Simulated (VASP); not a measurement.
Input of a VASP 6.6.1 run:

Contents of POSCAR:

```
LiF
1.0
    0.0000000000      2.0039300000      2.0140000000
    2.0140000000      0.0000000000      2.0140000000
    2.0140000000      2.0039300000      0.0000000000
Li F
1 1
Direct
    0.0000000000      0.0000000000      0.0000000000
    0.5000000000      0.5000000000      0.5000000000
```

File INCAR.step1:

```
PREC     = Accurate       # precision mode
ENCUT    = 520            # plane-wave cutoff, eV
ISMEAR   = 0              # smearing method
SIGMA    = 0.05           # smearing width, eV
LREAL    = F              # projectors in reciprocal space
LASPH    = T              # aspherical terms in the spheres
NELM     = 100            # most SCF steps
NBANDS   = 12             # bands
GGA      = PE             # functional
ALGO     = Normal         # electronic algorithm
EDIFF    = 1E-4           # SCF threshold, eV
LWAVE    = T              # write WAVECAR
LCHARG   = F              # write CHGCAR
```

The input INCAR.step2:

```
PREC     = Accurate       # precision mode
ENCUT    = 520            # plane-wave cutoff, eV
EDIFF    = 1E-7           # SCF threshold, eV
ISMEAR   = 0              # smearing method
SIGMA    = 0.05           # smearing width, eV
LREAL    = F              # projectors in reciprocal space
LASPH    = T              # aspherical terms in the spheres
NELM     = 100            # most SCF steps
ALGO     = Normal         # electronic algorithm
ISIF     = 2              # what is computed and relaxed
LWAVE    = F              # write WAVECAR
LCHARG   = T              # write CHGCAR
METAGGA  = R2SCAN         # meta-GGA
LMIXTAU  = T            
LELF     = T              # ELF
LVHAR    = T            
NBANDS   = 12             # bands
ISTART   = 1
```

KPOINTS

```
regular mesh
0
Gamma
  10 10 10
```

Potentials or basis: VASP PAW PBE potentials, release 64 (Li_sv, F).

Command:

```console
$ cat potpaw_PBE.64/Li_sv/POTCAR potpaw_PBE.64/F/POTCAR > POTCAR
$ cp INCAR.step1 INCAR
$ mpirun -np 1 vasp_std > vasp.out
$ cp INCAR.step2 INCAR
$ mpirun -np 1 vasp_std > vasp.out
```

Q: Predict the band gap on the k mesh.

A: 10.32 eV, direct.

Caveat: the cell differs from its parent crystal (strain -0.0050 x Voigt [0, 1, 0, 0, 0, 0]). A k mesh can miss the band edges.
